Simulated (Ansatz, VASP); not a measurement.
## One calculation of RbBr, two programs

The input INCAR:

```
PREC     = Accurate       # precision mode
ENCUT    = 520            # plane-wave cutoff, eV
EDIFF    = 1E-6           # SCF threshold, eV
ISMEAR   = 0              # smearing method
SIGMA    = 0.05           # smearing width, eV
LREAL    = F              # projectors in reciprocal space
LASPH    = T              # aspherical terms in the spheres
NELM     = 60             # most SCF steps
ALGO     = Normal         # electronic algorithm
ISIF     = 2              # what is computed and relaxed
LWAVE    = F              # write WAVECAR
LCHARG   = F              # write CHGCAR
GGA      = PE             # functional
NBANDS   = 15             # bands
```

File KPOINTS:

```
Automatic mesh
0
Gamma
  6 6 6
```

The input POSCAR:

```
RbBr
1.0
    4.3606181872      0.0000000000      0.0000000000
    0.0000000000      4.3606181872      0.0000000000
    0.0000000000      0.0000000000      4.1929021031
Rb Br
1 1
Direct
   -0.0462890878      0.0000000000      0.0000000000
    0.5495122459      0.5000000000      0.5000000000
```

Input for Ansatz:

```yaml
crystal:
  lattice:
    - [4.3606181872, 0.0, 0.0]
    - [0.0, 4.3606181872, 0.0]
    - [0.0, 0.0, 4.1929021031]
  atoms:
    - { symbol: Rb, position: [-0.0462890878, 0.0, 0.0] }
    - { symbol: Br, position: [0.5495122459, 0.5, 0.5] }
basis:
  ecutwfc: 420
kpoints:
  mp_grid: { grid: [6, 6, 6] }
hamiltonian:
  xc: pbe
  pseudopotentials: { kind: paw }
scf:
  occupations: { method: gaussian, width: 0.05 }
output:
  forces: true
  stress: true
  eigenvalues: true
```

Change from the starting cell: mode 4 frozen in at -0.208 Å, equal normal strain along x and y +0.0400.

Alike in both runs: task single point; functional PBE; k mesh 6 × 6 × 6; occupations gaussian, width 0.05 eV; no spin polarisation.

|  | VASP | Ansatz |
| --- | --- | --- |
| version | VASP 6.6.1 | Ansatz 0.2.0 |
| potentials or method | VASP PAW PBE potentials, release 64 (Rb_sv, Br), cutoff 520 eV | scalar-relativistic, plane waves, PAW |
| valence electrons in the cell | 16 | 16 |

Ansatz gave:

| Item | Value |
| --- | --- |
| gap on the k mesh at the Fermi level (eV) | 3.68 |
| least direct gap on the mesh (eV) | 3.76 |
| pressure (GPa) | -0.3 |
| traceless stress, the component that is largest in VASP (GPa) | 0.66 |
| rms of the force components (eV/Å) | 0.082 |

Question: Which values does VASP return?

Answer: gap on the k mesh at the Fermi level (eV): 3.68; least direct gap on the mesh (eV): 3.76; pressure (GPa): -0.3; traceless stress, the component that is largest in VASP (GPa): 0.66; rms of the force components (eV/Å): 0.084.

Atom by atom the forces differ by 0.002 eV/Å (rms over components).
